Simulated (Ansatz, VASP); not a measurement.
# Two plane-wave programs on BaTe

Contents of INCAR:

```
SYSTEM = BaTe
ALGO = Normal ; EDIFF = 1E-6
ENCUT = 520 ; GGA = CA
ISIF = 2 ; ISMEAR = 0
LASPH = .TRUE. ; LCHARG = .FALSE.
LREAL = .FALSE. ; LWAVE = .FALSE.
NBANDS = 15 ; NELM = 100
PREC = Accurate ; SIGMA = 0.05
```

Contents of KPOINTS:

```
k-points
0
G
  8 8 8
  0 0 0
```

File POSCAR:

```
BaTe
1.0
    4.1166807260      0.0000000000      0.0000000000
    0.0000000000      4.1166807260      0.0000000000
    0.0000000000      0.0000000000      3.9108466897
Ba Te
1 1
Direct
    0.0000000000      0.0000000000      0.0000000000
    0.5000000000      0.5000000000      0.5000000000
```

Input for Ansatz:

```yaml
crystal:
  lattice:
    - [4.116680726, 0.0, 0.0]
    - [0.0, 4.116680726, 0.0]
    - [0.0, 0.0, 3.9108466897]
  atoms:
    - { symbol: Ba, position: [0.0, 0.0, 0.0] }
    - { symbol: Te, position: [0.5, 0.5, 0.5] }
basis:
  ecutwfc: 420
kpoints:
  mp_grid: { grid: [8, 8, 8] }
hamiltonian:
  xc: lda
scf:
  occupations: { method: gaussian, width: 0.05 }
output:
  forces: true
  stress: true
  eigenvalues: true
```

Change from the starting cell: strain -0.0500 x Voigt [0, 0, 1, 0, 0, 0], atoms carried along.

Alike in both runs: task single point; functional LDA; k mesh 8 × 8 × 8; occupations gaussian, width 0.05 eV; no spin polarisation.

```csv
,VASP,Ansatz
version,VASP 6.6.1,Ansatz 0.2.0
potentials or method,"VASP PAW LDA potentials, release 64 (Ba_sv, Te), cutoff 520 eV","scalar-relativistic, plane waves, PAW"
valence electrons in the cell,16,26
```

Ansatz gave:

| Quantity | Value |
| --- | --- |
| pressure (GPa) | 2.2 |
| traceless stress, the component that is largest in VASP (GPa) | 2.79 |

Question: Estimate VASP's values.

Answer: Pressure (GPa): 3.1; traceless stress, the component that is largest in VASP (GPa): 2.76.

LDA's correlation is that of Perdew and Zunger in VASP and of Perdew and Wang (1992) in Ansatz. VASP's potentials hold 16 valence electrons a cell and Ansatz's 26, so a difference there can come from the potentials and not from the codes.

Neither program's run includes spin-orbit coupling.
